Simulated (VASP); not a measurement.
# GeB16N15 (a cell with a defect) in VASP: a series of runs, part 2 of 2

VASP 6.6.1. Earlier steps stand in the parts before.

### 3 Single point, PBE

File INCAR:

```
SYSTEM = GeB16N15
ALGO = Normal
EDIFF = 1E-6
ENCUT = 520
GGA = PE
GGA_COMPAT = .False.
ISIF = 2
ISMEAR = -1
LASPH = .True.
LCHARG = .True.
LELF = .True.
LREAL = Auto
LVHAR = .True.
LWAVE = .False.
NBANDS = 90
NELECT = 136.0
NELM = 120
PREC = Accurate
SIGMA = 0.01
```

File KPOINTS:

```
Automatic mesh
0
Gamma
  1 1 1
  0.25 0.25 0.25
```

File POSCAR:

```
GeB16N15
1.0
   -3.6241103800      3.6241103800     -3.6241103800
    3.6241103800      3.6241103800      3.6241103800
    3.6241103800     -3.6241103800     -3.6241103800
B N Ge
16 15 1
Direct
    0.0048388506      0.0080765365     -0.0008746048
   -0.0038607564      0.2510553237      0.7530013324
   -0.0038460987      0.5033615013      0.5007394955
    0.0048710905      0.7494840261      0.2577058612
    0.2478839384     -0.0074849935      0.7437737152
    0.1888262440      0.2511442891      0.5007694495
    0.2478351334      0.4941265677      0.2421264769
    0.2553302837      0.7531057005      0.0027884687
    0.4909603436     -0.0472482220      0.5007237254
    0.4908731910      0.2510927756      0.2023905138
    0.5064416752      0.5096902456      0.0023619926
    0.5064348545      0.7527265736      0.7593439226
    0.7438925021     -0.0012082215      0.2484768391
    0.7533000286      0.2510723360     -0.0013031055
    0.7892018820      0.5494799843      0.7991139989
    0.7533345853      0.7490613051      0.5007347273
    0.0040361659      0.0024228970      0.2520779463
    0.0022659520      0.2510838478     -0.0009333142
    0.0105331675      0.5061501750      0.7558077008
    0.0023015879      0.7494473171      0.5007459893
    0.2444097055     -0.0046644544     -0.0161330830
    0.2526443481      0.2510901720      0.7494277356
    0.2525918109      0.4998244609      0.5007482448
    0.2443875613      0.7341568248      0.2449174400
    0.5001917820     -0.0100098007      0.7565452422
    0.5001743485      0.5068781810      0.2396370460
    0.5039368010      0.7527510125      0.0024177771
    0.7555432158     -0.0040837795      0.5007383876
    0.7555007818      0.2510864236      0.2456349964
    0.7612817449      0.5122174241      0.0176187847
    0.7612716484      0.7679676968      0.7618442385
    0.5188411740      0.2510535573      0.5007360584
```

Potentials or basis: VASP PAW PBE potentials, release 64 (B, N, Ge_d).

Launch:

```console
$ cat potpaw_PBE.64/B/POTCAR potpaw_PBE.64/N/POTCAR potpaw_PBE.64/Ge_d/POTCAR > POTCAR
$ mpirun -np 1 vasp_std > vasp.out
```

OUTCAR:

```text
SYSTEM = GeB16N15
   EDIFF = 1E-6
   ENCUT = 520
   GGA = PE
   ISIF = 2
   ISMEAR = -1
   LASPH = .True.
   LREAL = Auto
   NELECT = 136.0
   NELM = 120
   PREC = Accurate

 ion  position               nearest neighbor table
   1  0.005  0.008  0.999-  31 1.51  18 1.53  21 1.56  17 1.60
   2  0.996  0.251  0.753-  18 1.53  28 1.57  19 1.57  22 1.62
   3  0.996  0.503  0.501-  20 1.53  19 1.57  29 1.57  23 1.62
   4  0.005  0.749  0.258-  30 1.51  20 1.53  24 1.56  17 1.60
   5  0.248  0.993  0.744-  21 1.51  20 1.53  25 1.56  22 1.60
   6  0.189  0.251  0.501-  22 1.48  23 1.48  17 1.48  32 2.07
[... 24 lines left out ...]
  31  0.761  0.768  0.762-   1 1.51  15 1.52  12 1.56  16 1.59
  32  0.519  0.251  0.501-   9 1.82  10 1.82  15 1.82   6 2.07

  LATTYP: Found a body centered cubic cell.
 ALAT       =     7.2482207600

  Lattice vectors:

 A1 = (  -3.6241103800,   3.6241103800,  -3.6241103800)
 A2 = (   3.6241103800,   3.6241103800,   3.6241103800)
 A3 = (   3.6241103800,  -3.6241103800,  -3.6241103800)

Analysis of symmetry for initial positions (statically):
=====================================================================
 Subroutine PRICEL returns:
 Original cell was already a primitive cell.

 Routine SETGRP: Setting up the symmetry group for a
 body centered cubic supercell.

 Subroutine GETGRP returns: Found  1 space group operations
 (whereof  1 operations were pure point group operations)
 out of a pool of 48 trial point group operations.

The static configuration has the point symmetry C_1 .

Analysis of symmetry for dynamics (positions and initial velocities):
=====================================================================
 Subroutine PRICEL returns:
 Original cell was already a primitive cell.

 Routine SETGRP: Setting up the symmetry group for a
 body centered cubic supercell.

 Subroutine GETGRP returns: Found  1 space group operations
 (whereof  1 operations were pure point group operations)
 out of a pool of 48 trial point group operations.

The dynamic configuration has the point symmetry C_1 .

 Subroutine INISYM returns: Found  1 space group operations
 (whereof  1 operations are pure point group operations),
 and found     1 'primitive' translations

----------------------------------------------------------------------------------------

                                     Primitive cell

  volume of cell :     190.3988

  direct lattice vectors                    reciprocal lattice vectors
    -3.624110380  3.624110380 -3.624110380     0.000000000  0.137964893 -0.137964893
     3.624110380  3.624110380  3.624110380     0.137964893  0.137964893  0.000000000
     3.624110380 -3.624110380 -3.624110380     0.137964893  0.000000000 -0.137964893

  length of vectors
     6.277143310  6.277143310  6.277143310     0.195111823  0.195111823  0.195111823

  position of ions in fractional coordinates (direct lattice)
     0.004838851  0.008076536  0.999125395
     0.996139244  0.251055324  0.753001332
     0.996153901  0.503361501  0.500739495
     0.004871090  0.749484026  0.257705861
     0.247883938  0.992515006  0.743773715
     0.188826244  0.251144289  0.500769449
[... 24 lines left out ...]
     0.761271648  0.767967697  0.761844238
     0.518841174  0.251053557  0.500736058

  ion indices of the primitive-cell ions
   primitive index   ion index
                 1           1
                 2           2
                 3           3
                 4           4
                 5           5
                 6           6
[... 24 lines left out ...]
                31          31
                32          32

----------------------------------------------------------------------------------------

 KPOINTS: Automatic mesh

Automatic generation of k-mesh.
 Grid dimensions read from file:
 generate k-points for:    1    1    1

 Generating k-lattice:

  Cartesian coordinates                     Fractional coordinates (reciprocal lattice)
     0.000000000  0.137964893 -0.137964893     1.000000000  0.000000000  0.000000000
     0.137964893  0.137964893  0.000000000     0.000000000  1.000000000  0.000000000
     0.137964893  0.000000000 -0.137964893     0.000000000  0.000000000  1.000000000

  Length of vectors
     0.195111823  0.195111823  0.195111823

  Shift w.r.t. Gamma in fractional coordinates (k-lattice)
     0.250000000  0.250000000  0.250000000

 Subroutine IBZKPT returns following result:
 ===========================================

 Found      1 irreducible k-points:

 Following reciprocal coordinates:
            Coordinates               Weight
  0.250000  0.250000  0.250000      2.000000
   k-points           NKPTS =      1   k-points in BZ     NKDIM =      1   number of bands    NBANDS=     90
   number of dos      NEDOS =    301   number of ions     NIONS =     32
   total plane-waves  NPLWV = 110592
   dimension x,y,z NGX =    48 NGY =   48 NGZ =   48
   dimension x,y,z NGXF=    96 NGYF=   96 NGZF=   96
   ions per type =              16  15   1
   NGX,Y,Z   is equivalent  to a cutoff of  12.71, 12.71, 12.71 a.u.
   NGXF,Y,Z  is equivalent  to a cutoff of  25.42, 25.42, 25.42 a.u.
 SYSTEM =  GeB16N15
   PREC   = accura    normal or accurate (medium, high low for compatibility)
   ISTART =      0    job   : 0-new  1-cont  2-samecut
   ICHARG =      2    charge: 1-file 2-atom 10-const
   ISPIN  =      1    spin polarized calculation?
   LNONCOLLINEAR =      F non collinear calculations
   LSORBIT =      F    spin-orbit coupling
   LASPH  =      T    aspherical Exc in radial PAW
   ENCUT  =  520.0 eV  38.22 Ry    6.18 a.u.  11.67 11.67 11.67*2*pi/ulx,y,z
   NELM   =    120;   NELMIN=  2; NELMDL= -5     # of ELM steps
   EDIFF  = 0.1E-05   stopping-criterion for ELM
   LREAL  =      T    real-space projection
   EDIFFG = 0.1E-04   stopping-criterion for IOM
   NSW    =      0    number of steps for IOM
   IBRION =     -1    ionic relax: 0-MD 1-quasi-New 2-CG
   NFREE  =      0    steps in history (QN), initial steepest desc. (CG)
   ISIF   =      2    stress and relaxation
   ISYM   =      2    0-nonsym 1-usesym 2-fastsym
   POTIM  = 0.5000    time-step for ionic-motion
   TEBEG  =    0.0;   TEEND  =   0.0 temperature during run
   PSTRESS=    0.0 pullay stress
   NELECT =     136.0000    total number of electrons
   NUPDOWN=      -1.0000    fix difference up-down
   EMIN   =  10.00;   EMAX   =-10.00  energy-range for DOS
   EFERMI =   0.00;   METHOD = LEGACY
   ISMEAR =    -1;   SIGMA  =   0.01  broadening in eV -4-tet -1-fermi 0-gaus
   EFERMI_NEDOS =   21; number of points for ismear=-14 and -15
   IALGO  =     38    algorithm
   IMIX   =      4    mixing-type and parameters
     AMIX     =   0.40;   BMIX     =  1.00
     AMIX_MAG =   1.60;   BMIX_MAG =  1.00
  volume/ion in A,a.u.               =       5.95        40.15
  Fermi-wavevector in a.u.,A,eV,Ry     =   1.463411  2.765446 29.137862  2.141572
  Thomas-Fermi vector in A             =   2.579509
   LORBIT       =      0    0 simple, 1 ext, 2 COOP (PROOUT), +10 PAW based schemes
   GGA     = PE    functional components
   LHFCALC =     F    Hartree Fock is set to
   AEXX    =    0.0000 exact exchange contribution
   IVDW    =     0    specifies the selected vdW correction
   LEPSILON=     F    determine dielectric tensor
   LRPA    =     F    only Hartree local field effects (RPA)
 non-spin polarized calculation
  energy-cutoff  :      520.00
  volume of cell :      190.40
 maximum number of plane-waves:      5072
 NGX is ok and might be reduce to    48
   NGX = 23   NGY = 23   NGZ = 23

 number of electron     136.0000003 magnetization

 Free energy of the ion-electron system (eV)
  ---------------------------------------------------
  ext. energy  EPLUGINS =         0.00000000
  ---------------------------------------------------
  free energy    TOTEN  =      -270.95267964 eV

  energy without entropy =     -270.95267964  energy(sigma->0) =     -270.95267964

 E-fermi :   9.6140     XC(G=0): -12.9387

 val. band max:        9.3080766237   @ k =   0.2500   0.2500   0.2500
 cond. band min:      10.0189866767   @ k =   0.2500   0.2500   0.2500
 fundamental gap:      0.7109100531
 Fermi energy:         9.6140027809

 k-point     1 :       0.2500    0.2500    0.2500
  band No.  band energies     occupation
      1     -14.3345      2.00000
      2     -14.1781      2.00000
      3     -14.1777      2.00000
      4     -13.8985      2.00000
      5     -13.8982      2.00000
      6     -11.3191      2.00000
[... 72 lines left out ...]
     79      15.4409      0.00000
     80      15.8888      0.00000
 [bands above 80 left out]

------------------------ aborting loop because EDIFF is reached ----------------------------------------

  FORCE on cell =-STRESS in cart. coord.  units (eV):
  Direction    XX          YY          ZZ          XY          YZ          ZX
  --------------------------------------------------------------------------------------
  -------------------------------------------------------------------------------------
  Total       19.7377019     19.6564816     19.7065441      5.9593661      5.9862804     -5.9106184
  in kB      166.0897867    165.4063298    165.8275987     50.1471675     50.3736475    -49.7369628
  external PRESSURE =     165.7745717 kB  Pullay stress =       0.0000000 kB

 VOLUME and BASIS-vectors are now :
 -----------------------------------------------------------------------------
  energy-cutoff  :      520.00
  volume of cell :      190.40
      direct lattice vectors                 reciprocal lattice vectors
    -3.624110380  3.624110380 -3.624110380     0.000000000  0.137964893 -0.137964893
     3.624110380  3.624110380  3.624110380     0.137964893  0.137964893  0.000000000
     3.624110380 -3.624110380 -3.624110380     0.137964893  0.000000000 -0.137964893

 POSITION                                       TOTAL-FORCE (eV/Angst)
 -----------------------------------------------------------------------------------
      3.63267     -3.57413     -3.60921         0.012142     -0.003279     -0.021183
      0.02869      1.79101     -5.42923        -0.004650      0.004498     -0.003476
      0.02880      3.61967     -3.60067        -0.003274      0.006855     -0.000907
      3.63251      1.79991      1.76460         0.016160      0.015421      0.002146
      5.39414      1.79982      0.00311         0.003337      0.018790      0.013860
      2.04069     -0.22034     -1.58900        -0.008597      0.011168     -0.005377
[... 24 lines left out ...]
      2.78527      2.78112     -2.73674        -0.005234      0.001728      0.017713
      0.84423      0.97546     -2.78521        -0.010561      0.015346     -0.010793
 -----------------------------------------------------------------------------------
    total drift:                               -0.000997     -0.004312      0.004452

  FREE ENERGIE OF THE ION-ELECTRON SYSTEM (eV)
  ---------------------------------------------------
  free  energy   TOTEN  =      -270.9526796417 eV

  energy  without entropy=     -270.9526796417  energy(sigma->0) =     -270.95267964
```

It took 2.3 min on 1 thread of Intel Xeon 8259CL, shared host; peak memory 0.32 GiB.

Results:

```yaml
Free_energy: -270.9527 eV
Largest_force: 0.058 eV/Å
```

Forces on the atoms (eV/Å):
```
B    0.012 -0.003 -0.021
B   -0.005  0.004 -0.003
B   -0.003  0.007 -0.001
B    0.016  0.015  0.002
B    0.003  0.019  0.014
B   -0.009  0.011 -0.005
B    0.002 -0.016 -0.027
B    0.005  0.006  0.001
B    0.026  0.032  0.024
B    0.026 -0.025 -0.040
B   -0.022 -0.004  0.011
B   -0.023 -0.013  0.003
B   -0.002  0.007 -0.004
B   -0.002  0.005  0.006
B   -0.043 -0.029  0.025
B   -0.007 -0.009 -0.006
N   -0.030 -0.014  0.018
N    0.004 -0.004  0.007
N    0.004  0.004 -0.004
N    0.001 -0.010  0.004
N   -0.004 -0.021 -0.006
N    0.016 -0.012 -0.032
N    0.011  0.031  0.012
N    0.009  0.013  0.016
N    0.013  0.012  0.005
N    0.016 -0.002 -0.009
N    0.006 -0.003  0.006
N    0.002  0.000  0.002
N   -0.002  0.001  0.002
N   -0.006 -0.020 -0.004
N   -0.005  0.002  0.018
Ge  -0.011  0.015 -0.011
```

Caveat: the k points lie up to 1.23 Å⁻¹ apart, too coarse for converged energies, forces and pressures; the cell carries a net charge on a neutralising background, which shifts energy and pressure; the cell is charged against a uniform background, so pressure and absolute levels hang on convention.
